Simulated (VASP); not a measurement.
Here is a VASP 6.6.1 calculation.

INCAR

```
PREC = Accurate
ENCUT = 520
EDIFF = 1E-6
ISMEAR = 0
SIGMA = 0.01
LREAL = F
LASPH = T
NELM = 150
ALGO = Normal
ISIF = 2
LWAVE = F
LCHARG = F
MAGMOM = 0 0 0 0 0 0 0 0 0 0 0 0 0 0 0
LORBIT = 11
LSORBIT = T
GGA_COMPAT = F
LORBMOM = T
LMAXMIX = 4
GGA = PE
NBANDS = 55
```

Contents of KPOINTS:

```
Automatic mesh
0
Gamma
  6 6 6
```

File POSCAR:

```
BaZrO3
1.0
    4.2053551806      0.0000000000      0.0000000000
    0.0000000000      4.2053551806      0.0000000000
    0.0000000000      0.0000000000      4.2053551806
Ba Zr O
1 1 3
Direct
    0.0000000000      0.0000000000      0.0000000000
    0.5000000000      0.5000000000      0.5000000000
    0.5000000000      0.5000000000      0.0000000000
    0.5000000000      0.0000000000      0.5000000000
    0.0000000000      0.5000000000      0.5000000000
```

Potentials or basis: VASP PAW PBE potentials, release 64 (Ba_sv, Zr_sv, O).

The run is started by

```sh
$ cat potpaw_PBE.64/Ba_sv/POTCAR potpaw_PBE.64/Zr_sv/POTCAR potpaw_PBE.64/O/POTCAR > POTCAR
$ mpirun -np 1 vasp_ncl > vasp.out
```

(1) Estimate the net moment.

(2) What does it give for the pressure?

Answers

(1) 0.00 μB per cell.

(2) 3.4 GPa.
